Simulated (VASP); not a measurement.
Input of a VASP 6.6.1 run:

Contents of INCAR:

```
PREC     = Accurate       # precision mode
ENCUT    = 520            # plane-wave cutoff, eV
EDIFF    = 1E-6           # SCF threshold, eV
ISMEAR   = 0              # smearing method
SIGMA    = 0.1            # smearing width, eV
LREAL    = False          # projectors in reciprocal space
LASPH    = True           # aspherical terms in the spheres
NELM     = 80             # most SCF steps
ALGO     = Normal         # electronic algorithm
ISIF     = 2              # what is computed and relaxed
LWAVE    = False          # write WAVECAR
LCHARG   = False          # write CHGCAR
GGA      = PE             # functional
NBANDS   = 52             # bands
```

The input KPOINTS:

```
Automatic mesh
0
Gamma
  3 3 4
```

Contents of POSCAR:

```
TlGeH
1.0
    7.0938254200      0.0000000000      0.0000000000
   -3.5469127100      6.1434330300      0.0000000000
    0.0000000000      0.0000000000      4.0718278100
Tl Ge H
3 3 3
Direct
    0.4145889300      0.4145889300      0.5000000000
    0.5854110700      0.0000000000      0.5000000000
    0.0000000000      0.5854110700      0.5000000000
    0.7588298900      0.7588298900      0.0000000000
    0.2411701100      0.0000000000      0.0000000000
    0.0000000000      0.2411701100      0.0000000000
    0.6666666700      0.3333333300      0.0000000000
    0.3333333300      0.6666666700      0.0000000000
    0.0000000000      0.0000000000      0.5000000000
```

Potentials or basis: VASP PAW PBE potentials, release 64 (Tl_d, Ge_d, H).

The run is started by

```sh
$ cat potpaw_PBE.64/Tl_d/POTCAR potpaw_PBE.64/Ge_d/POTCAR potpaw_PBE.64/H/POTCAR > POTCAR
$ mpirun -np 1 vasp_std > vasp.out
```

Question: Predict the band gap on the k mesh.

Answer: Zero (bands 42 and 43 overlap by 3.29 eV).

Question: Estimate the largest force.

Answer: 0.496 eV/Å.

Question: Predict the pressure.

Answer: -3.0 GPa.

Forces in eV/Å, atoms in the order of the input:
```
Tl   0.015  0.026  0.000
Tl  -0.030  0.000  0.000
Tl   0.015 -0.026  0.000
Ge   0.248  0.429  0.000
Ge  -0.496  0.000  0.000
Ge   0.248 -0.429  0.000
H    0.000  0.000  0.000
H    0.000  0.000  0.000
H    0.000  0.000  0.000
```

Caveat: the k points lie up to 0.39 Å⁻¹ apart, too coarse for converged energies and pressures of a metal; spin-orbit coupling is left out, which moves the levels of the heavy elements.
